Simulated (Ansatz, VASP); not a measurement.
# Two plane-wave programs on Al3Cu2

```xyz
5
Lattice="4.2625 0.0000 0.0000 -2.1313 3.6915 0.0000 0.0000 0.0000 4.5835" Properties=species:S:1:pos:R:3 pbc="T T T"
Al    0.0000    0.0000    0.0000
Al    0.0000    2.4610    1.6111
Al    2.1313    1.2305    2.9724
Cu    0.0000    2.4610    3.8607
Cu    2.1313    1.2305    0.7229
```

Change from the starting cell: strain +0.040 along x and y, -0.080 along z, atoms carried along.

Alike in both runs: task single point; functional PBEsol; k mesh 12 × 12 × 10; occupations gaussian, width 0.15 eV; no spin polarisation.

```csv
,VASP,Ansatz
version,VASP 6.6.1,Ansatz 0.2.0
potentials or method,"VASP PAW PBE potentials, release 64 (Al, Cu), cutoff 520 eV","scalar-relativistic, plane waves, PAW"
valence electrons in the cell,31,47
```

```tsv
	VASP	Ansatz	Ansatz less VASP
gap on the k mesh at the Fermi level (eV)	none	none	-
pressure (GPa)	4.6	4.0	-0.63
traceless stress, the component that is largest in VASP (GPa)	18.46	18.46	-0.005
rms of the force components (eV/Å)	0.231	0.235	+0.0040
```

VASP's potentials were made for PBE, not for PBEsol. Atom by atom the forces differ by 0.004 eV/Å (rms over components). A gap of «none» marks a metal or a gap that the smearing closes. With one functional, cell and mesh, what is left measures potentials, basis and numerics. VASP's potentials hold 31 valence electrons a cell and Ansatz's 47, so a difference there can come from the potentials and not from the codes.
